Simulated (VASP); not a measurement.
# TePb4Se3 (Pm-3m) in VASP: single point with PBE

Aim: the single point of TePb4Se3 with PBE.

Program: VASP 6.6.1. These are calculated values, not measurements. Logs are shortened: lines on timing, memory, paths and dates and some standing lists are left out, and cuts for length are marked.

**1. The cell of the first run**

It takes space group Pm-3m (No. 221, cubic). Conventional cell: a = 6.318 Å, b = 6.318 Å, c = 6.318 Å, α = 90.00°, β = 90.00°, γ = 90.00°. Within 4.2 Å of Te (site symmetry m-3m) lie 6 Pb at 3.16 Å. Within 4.2 Å of Pb (site symmetry m-3m) lie 6 Se at 3.16 Å. Pb (site symmetry 4/mmm) has 2 Te at 3.16 Å and 4 Se at 3.16 Å within 4.2 Å. Se (site symmetry 4/mmm) has 6 Pb at 3.16 Å within 4.2 Å.

**2. Single point, PBE**

The input, INCAR:

```
PREC = Accurate ; ENCUT = 520
EDIFF = 1E-6 ; ISMEAR = 0
SIGMA = 0.02 ; LREAL = False
LASPH = True ; NELM = 100
ALGO = Normal ; ISIF = 2
LWAVE = False ; LCHARG = False
GGA = PE ; NBANDS = 50
```

The input, KPOINTS:

```
Automatic mesh
0
Gamma
  6 6 6
```

The input, POSCAR:

```
TePb4Se3
1.0
    6.3176684000      0.0000000000      0.0000000000
    0.0000000000      6.3176684000      0.0000000000
    0.0000000000      0.0000000000      6.3176684000
Te Pb Se
1 4 3
Direct
    0.5000000000      0.5000000000      0.5000000000
    0.0000000000      0.0000000000      0.0000000000
    0.5000000000      0.0000000000      0.5000000000
    0.0000000000      0.5000000000      0.5000000000
    0.5000000000      0.5000000000      0.0000000000
    0.0000000000      0.5000000000      0.0000000000
    0.5000000000      0.0000000000      0.0000000000
    0.0000000000      0.0000000000      0.5000000000
```

Potentials or basis: VASP PAW PBE potentials, release 64 (Te, Pb_d, Se).

Run with:

```
$ cat potpaw_PBE.64/Te/POTCAR potpaw_PBE.64/Pb_d/POTCAR potpaw_PBE.64/Se/POTCAR > POTCAR
$ mpirun -np 1 vasp_std > vasp.out
```

OUTCAR:

```text
PREC = Accurate
   ENCUT = 520
   EDIFF = 1E-6
   ISMEAR = 0
   LREAL = False
   LASPH = True
   NELM = 100
   ISIF = 2
   GGA = PE

 ion  position               nearest neighbor table
   1  0.500  0.500  0.500-   3 3.16   4 3.16   5 3.16   5 3.16   3 3.16   4 3.16
   2  0.000  0.000  0.000-   6 3.16   7 3.16   8 3.16   8 3.16   6 3.16   7 3.16
   3  0.500  0.000  0.500-   1 3.16   7 3.16   8 3.16   7 3.16   1 3.16   8 3.16
   4  0.000  0.500  0.500-   1 3.16   6 3.16   8 3.16   6 3.16   8 3.16   1 3.16
   5  0.500  0.500  0.000-   1 3.16   6 3.16   7 3.16   1 3.16   7 3.16   6 3.16
   6  0.000  0.500  0.000-   2 3.16   4 3.16   5 3.16   4 3.16   2 3.16   5 3.16
   7  0.500  0.000  0.000-   2 3.16   3 3.16   5 3.16   3 3.16   5 3.16   2 3.16
   8  0.000  0.000  0.500-   2 3.16   3 3.16   4 3.16   2 3.16   4 3.16   3 3.16

  LATTYP: Found a simple cubic cell.
 ALAT       =     6.3176684000

  Lattice vectors:

 A1 = (   6.3176684000,   0.0000000000,   0.0000000000)
 A2 = (   0.0000000000,   6.3176684000,   0.0000000000)
 A3 = (   0.0000000000,   0.0000000000,   6.3176684000)

Analysis of symmetry for initial positions (statically):
=====================================================================
 Subroutine PRICEL returns:
 Original cell was already a primitive cell.

 Routine SETGRP: Setting up the symmetry group for a
 simple cubic supercell.

 Subroutine GETGRP returns: Found 48 space group operations
 (whereof 48 operations were pure point group operations)
 out of a pool of 48 trial point group operations.

The static configuration has the point symmetry O_h .

Analysis of symmetry for dynamics (positions and initial velocities):
=====================================================================
 Subroutine PRICEL returns:
 Original cell was already a primitive cell.

 Routine SETGRP: Setting up the symmetry group for a
 simple cubic supercell.

 Subroutine GETGRP returns: Found 48 space group operations
 (whereof 48 operations were pure point group operations)
 out of a pool of 48 trial point group operations.

The dynamic configuration has the point symmetry O_h .

 Subroutine INISYM returns: Found 48 space group operations
 (whereof 48 operations are pure point group operations),
 and found     1 'primitive' translations

----------------------------------------------------------------------------------------

                                     Primitive cell

  volume of cell :     252.1567

  direct lattice vectors                    reciprocal lattice vectors
     6.317668400  0.000000000  0.000000000     0.158286244  0.000000000  0.000000000
     0.000000000  6.317668400  0.000000000     0.000000000  0.158286244  0.000000000
     0.000000000  0.000000000  6.317668400     0.000000000  0.000000000  0.158286244

  length of vectors
     6.317668400  6.317668400  6.317668400     0.158286244  0.158286244  0.158286244

  position of ions in fractional coordinates (direct lattice)
     0.500000000  0.500000000  0.500000000
     0.000000000  0.000000000  0.000000000
     0.500000000  0.000000000  0.500000000
     0.000000000  0.500000000  0.500000000
     0.500000000  0.500000000  0.000000000
     0.000000000  0.500000000  0.000000000
     0.500000000  0.000000000  0.000000000
     0.000000000  0.000000000  0.500000000

  ion indices of the primitive-cell ions
   primitive index   ion index
                 1           1
                 2           2
                 3           3
                 4           4
                 5           5
                 6           6
                 7           7
                 8           8

----------------------------------------------------------------------------------------

 KPOINTS: Automatic mesh

Automatic generation of k-mesh.
 Grid dimensions read from file:
 generate k-points for:    6    6    6

 Generating k-lattice:

  Cartesian coordinates                     Fractional coordinates (reciprocal lattice)
     0.026381041  0.000000000  0.000000000     0.166666667  0.000000000  0.000000000
     0.000000000  0.026381041  0.000000000     0.000000000  0.166666667  0.000000000
     0.000000000  0.000000000  0.026381041     0.000000000  0.000000000  0.166666667

  Length of vectors
     0.026381041  0.026381041  0.026381041

  Shift w.r.t. Gamma in fractional coordinates (k-lattice)
     0.000000000  0.000000000  0.000000000

 Subroutine IBZKPT returns following result:
 ===========================================

 Found     20 irreducible k-points:

 Following reciprocal coordinates:
            Coordinates               Weight
  0.000000  0.000000  0.000000      1.000000
  0.166667  0.000000  0.000000      6.000000
  0.333333  0.000000  0.000000      6.000000
  0.500000  0.000000  0.000000      3.000000
  0.166667  0.166667  0.000000     12.000000
  0.333333  0.166667  0.000000     24.000000
[... 12 lines left out ...]
  0.500000  0.500000  0.333333      6.000000
  0.500000  0.500000  0.500000      1.000000
   k-points           NKPTS =     20   k-points in BZ     NKDIM =     20   number of bands    NBANDS=     50
   number of dos      NEDOS =    301   number of ions     NIONS =      8
   total plane-waves  NPLWV = 110592
   dimension x,y,z NGX =    48 NGY =   48 NGZ =   48
   dimension x,y,z NGXF=    96 NGYF=   96 NGZF=   96
   ions per type =               1   4   3
   NGX,Y,Z   is equivalent  to a cutoff of  12.63, 12.63, 12.63 a.u.
   NGXF,Y,Z  is equivalent  to a cutoff of  25.26, 25.26, 25.26 a.u.
 SYSTEM =  unknown system
   PREC   = accura    normal or accurate (medium, high low for compatibility)
   ISTART =      0    job   : 0-new  1-cont  2-samecut
   ICHARG =      2    charge: 1-file 2-atom 10-const
   ISPIN  =      1    spin polarized calculation?
   LNONCOLLINEAR =      F non collinear calculations
   LSORBIT =      F    spin-orbit coupling
   LASPH  =      T    aspherical Exc in radial PAW
   ENCUT  =  520.0 eV  38.22 Ry    6.18 a.u.  11.75 11.75 11.75*2*pi/ulx,y,z
   NELM   =    100;   NELMIN=  2; NELMDL= -5     # of ELM steps
   EDIFF  = 0.1E-05   stopping-criterion for ELM
   LREAL  =      F    real-space projection
   EDIFFG = 0.1E-04   stopping-criterion for IOM
   NSW    =      0    number of steps for IOM
   IBRION =     -1    ionic relax: 0-MD 1-quasi-New 2-CG
   NFREE  =      0    steps in history (QN), initial steepest desc. (CG)
   ISIF   =      2    stress and relaxation
   ISYM   =      2    0-nonsym 1-usesym 2-fastsym
   POTIM  = 0.5000    time-step for ionic-motion
   TEBEG  =    0.0;   TEEND  =   0.0 temperature during run
   PSTRESS=    0.0 pullay stress
   NELECT =      80.0000    total number of electrons
   NUPDOWN=      -1.0000    fix difference up-down
   EMIN   =  10.00;   EMAX   =-10.00  energy-range for DOS
   EFERMI =   0.00;   METHOD = LEGACY
   ISMEAR =     0;   SIGMA  =   0.02  broadening in eV -4-tet -1-fermi 0-gaus
   EFERMI_NEDOS =   21; number of points for ismear=-14 and -15
   IALGO  =     38    algorithm
   IMIX   =      4    mixing-type and parameters
     AMIX     =   0.40;   BMIX     =  1.00
     AMIX_MAG =   1.60;   BMIX_MAG =  1.00
  volume/ion in A,a.u.               =      31.52       212.70
  Fermi-wavevector in a.u.,A,eV,Ry     =   1.116558  2.109989 16.962411  1.246702
  Thomas-Fermi vector in A             =   2.253173
   LORBIT       =      0    0 simple, 1 ext, 2 COOP (PROOUT), +10 PAW based schemes
   GGA     = PE    functional components
   LHFCALC =     F    Hartree Fock is set to
   AEXX    =    0.0000 exact exchange contribution
   IVDW    =     0    specifies the selected vdW correction
   LEPSILON=     F    determine dielectric tensor
   LRPA    =     F    only Hartree local field effects (RPA)
 non-spin polarized calculation
 Gauss-broadening in eV      SIGMA  =   0.02
  energy-cutoff  :      520.00
  volume of cell :      252.16
 maximum number of plane-waves:      6816
 NGX is ok and might be reduce to    48
   NGX = 23   NGY = 23   NGZ = 23

 number of electron      79.9999981 magnetization

 Free energy of the ion-electron system (eV)
  ---------------------------------------------------
  ext. energy  EPLUGINS =         0.00000000
  ---------------------------------------------------
  free energy    TOTEN  =       -31.91223548 eV

  energy without entropy =      -31.91223548  energy(sigma->0) =      -31.91223548

 E-fermi :   4.7790     XC(G=0):  -9.2291

 val. band max:        4.6331052174   @ k =   0.5000   0.5000   0.5000
 cond. band min:       4.9356936435   @ k =   0.5000   0.5000   0.5000
 fundamental gap:      0.3025884261
 Fermi energy:         4.7790324291

 k-point     1 :       0.0000    0.0000    0.0000
  band No.  band energies     occupation
      1     -12.2280      2.00000
      2     -12.2206      2.00000
      3     -12.2206      2.00000
      4     -12.1698      2.00000
      5     -12.1698      2.00000
      6     -12.1698      2.00000
[... 42 lines left out ...]
     49       9.7290      0.00000
     50       9.9130      0.00000

 k-point     2 :       0.1667    0.0000    0.0000
  band No.  band energies     occupation
      1     -12.2219      2.00000
      2     -12.2168      2.00000
      3     -12.2141      2.00000
      4     -12.1696      2.00000
      5     -12.1683      2.00000
      6     -12.1683      2.00000
[... 42 lines left out ...]
     49       9.6862      0.00000
     50       9.7146      0.00000

 k-point     3 :       0.3333    0.0000    0.0000
  band No.  band energies     occupation
      1     -12.2091      2.00000
      2     -12.2077      2.00000
      3     -12.1986      2.00000
      4     -12.1691      2.00000
      5     -12.1650      2.00000
      6     -12.1650      2.00000
[... 42 lines left out ...]
     49       8.9285      0.00000
     50       9.4408      0.00000

 k-point     4 :       0.5000    0.0000    0.0000
  band No.  band energies     occupation
      1     -12.2050      2.00000
      2     -12.1987      2.00000
      3     -12.1881      2.00000
      4     -12.1688      2.00000
      5     -12.1633      2.00000
      6     -12.1633      2.00000
[... 787 lines left out ...]
 k-point    19 :       0.5000    0.5000    0.3333
  band No.  band energies     occupation
      1     -12.1808      2.00000
      2     -12.1778      2.00000
      3     -12.1724      2.00000
      4     -12.1704      2.00000
      5     -12.1704      2.00000
      6     -12.1538      2.00000
[... 42 lines left out ...]
     49       7.1399      0.00000
     50       7.1459      0.00000

 k-point    20 :       0.5000    0.5000    0.5000
  band No.  band energies     occupation
      1     -12.1786      2.00000
      2     -12.1786      2.00000
      3     -12.1717      2.00000
      4     -12.1717      2.00000
      5     -12.1717      2.00000
      6     -12.1529      2.00000
[... 42 lines left out ...]
     49       6.3558      0.00000
     50       6.3936      0.00000

------------------------ aborting loop because EDIFF is reached ----------------------------------------

  FORCE on cell =-STRESS in cart. coord.  units (eV):
  Direction    XX          YY          ZZ          XY          YZ          ZX
  --------------------------------------------------------------------------------------
  -------------------------------------------------------------------------------------
  Total       -0.0359273     -0.0359273     -0.0359273     -0.0000000     -0.0000000      0.0000000
  in kB       -0.2282782     -0.2282782     -0.2282782     -0.0000000     -0.0000000      0.0000000
  external PRESSURE =      -0.2282782 kB  Pullay stress =       0.0000000 kB

 VOLUME and BASIS-vectors are now :
 -----------------------------------------------------------------------------
  energy-cutoff  :      520.00
  volume of cell :      252.16
      direct lattice vectors                 reciprocal lattice vectors
     6.317668400  0.000000000  0.000000000     0.158286244  0.000000000  0.000000000
     0.000000000  6.317668400  0.000000000     0.000000000  0.158286244  0.000000000
     0.000000000  0.000000000  6.317668400     0.000000000  0.000000000  0.158286244

 POSITION                                       TOTAL-FORCE (eV/Angst)
 -----------------------------------------------------------------------------------
      3.15883      3.15883      3.15883         0.000000      0.000000      0.000000
      0.00000      0.00000      0.00000         0.000000      0.000000      0.000000
      3.15883      0.00000      3.15883         0.000000      0.000000      0.000000
      0.00000      3.15883      3.15883         0.000000      0.000000      0.000000
      3.15883      3.15883      0.00000         0.000000      0.000000      0.000000
      0.00000      3.15883      0.00000         0.000000      0.000000      0.000000
      3.15883      0.00000      0.00000         0.000000      0.000000      0.000000
      0.00000      0.00000      3.15883         0.000000      0.000000      0.000000
 -----------------------------------------------------------------------------------
    total drift:                                0.000000      0.000000     -0.000000

  FREE ENERGIE OF THE ION-ELECTRON SYSTEM (eV)
  ---------------------------------------------------
  free  energy   TOTEN  =       -31.9122354786 eV

  energy  without entropy=      -31.9122354786  energy(sigma->0) =      -31.91223548
```

It took 3 min on 1 thread of AMD EPYC 7R43 (Zen 3), shared host; peak memory 0.41 GiB.

What came out:

| Property | Result |
| --- | --- |
| Free energy | -31.9122 eV |
| Pressure | 0.0 GPa |
| Band gap on the k mesh | 0.30 eV, direct |

Caveat: spin-orbit coupling is left out, which moves the levels of the heavy elements.
